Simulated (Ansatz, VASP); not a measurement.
# AlN in VASP and in Ansatz

INCAR

```
SYSTEM = AlN
PREC = Accurate
ENCUT = 600
EDIFF = 1E-6
ISMEAR = 0
SIGMA = 0.05
LREAL = .False.
LASPH = .True.
NELM = 120
ALGO = Normal
ISIF = 2
LWAVE = .False.
LCHARG = .True.
GGA = PS
LELF = .True.
LVHAR = .True.
NBANDS = 16
GGA_COMPAT = .False.
```

Contents of KPOINTS:

```
regular mesh
0
Gamma
  12 12 6
  0 0 0
```

The input POSCAR:

```
AlN
1.0
    2.9891449405      0.0000000000      0.0000000000
   -1.4945724703      2.5886754541      0.0000000000
    0.0000000000      0.0000000000      4.9834165464
Al N
2 2
Direct
    0.3333333333      0.6666666667      0.0015080761
    0.6666666667      0.3333333333      0.5015080761
    0.3333333333      0.6666666667      0.3834919239
    0.6666666667      0.3333333333      0.8834919239
```

Input for Ansatz:

```yaml
crystal:
  lattice:
    - [2.9891449405, 0.0, 0.0]
    - [-1.4945724703, 2.5886754541, 0.0]
    - [0.0, 0.0, 4.9834165464]
  atoms:
    - { symbol: Al, position: [0.3333333333, 0.6666666667, 0.0015080761] }
    - { symbol: Al, position: [0.6666666667, 0.3333333333, 0.5015080761] }
    - { symbol: "N", position: [0.3333333333, 0.6666666667, 0.3834919239] }
    - { symbol: "N", position: [0.6666666667, 0.3333333333, 0.8834919239] }
basis:
  ecutwfc: 420
kpoints:
  mp_grid: { grid: [12, 12, 6] }
hamiltonian:
  xc: pbesol
scf:
  occupations: { method: gaussian, width: 0.05 }
output:
  forces: true
  stress: true
  eigenvalues: true
```

Change from the starting cell: strain -0.040 along x and y, +0.000 along z, atoms carried along.

Alike in both runs: task single point; functional PBEsol; k mesh 12 × 12 × 6; occupations gaussian, width 0.05 eV; no spin polarisation.

```csv
,VASP,Ansatz
version,VASP 6.6.1,Ansatz 0.2.0
potentials or method,"VASP PAW PBE potentials, release 64 (Al, N), cutoff 600 eV","scalar-relativistic, plane waves, PAW"
valence electrons in the cell,16,16
```

Ansatz gave:

* gap on the k mesh at the Fermi level (eV): 4.92
* least direct gap on the mesh (eV): 4.92
* pressure (GPa): 20.2
* traceless stress, the component that is largest in VASP (GPa): -14.15
* rms of the force components (eV/Å): 0.337

Estimate VASP's values.

gap on the k mesh at the Fermi level (eV): 4.92; least direct gap on the mesh (eV): 4.94; pressure (GPa): 20.2; traceless stress, the component that is largest in VASP (GPa): -14.36; rms of the force components (eV/Å): 0.343.

VASP's potentials were made for PBE, not for PBEsol. Atom by atom the forces differ by 0.006 eV/Å (rms over components).
